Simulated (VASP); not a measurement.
Runs of VASP 6.6.1 on Y. The structure is that of space group Pm-3m (No. 221), or close to it. The cells are those of the table. This isn't the form of Y at room conditions, which is hcp.

```tsv
cell	k mesh	gap on the mesh (eV)	pressure (GPa)
a = 3.199 Å, 1 atom	13 × 13 × 13	none	0.0
a = 3.184 Å, 1 atom	12 × 12 × 12	none	0.0
a = 3.220 Å, 1 atom	13 × 13 × 13	none	(a)
a = 3.177 Å, 1 atom	13 × 13 × 13	none	0.5
```

Alike in all rows: task single point; level PBEsol; potentials or basis VASP PAW PBE potentials, release 64 (Y_sv); no spin polarisation; cutoff (eV) 520; smearing methfessel-paxton 0.1 eV.

**Question.** Fill in the values left out.

**Answer.** (a) -0.6.

Caveats: the PAW data sets were made with another functional, which shifts forces and pressure a little.

A k mesh can miss the band edges, and the runs leave out spin-orbit coupling on Y.

A gap of «none» marks levels without a gap at the run's occupations.
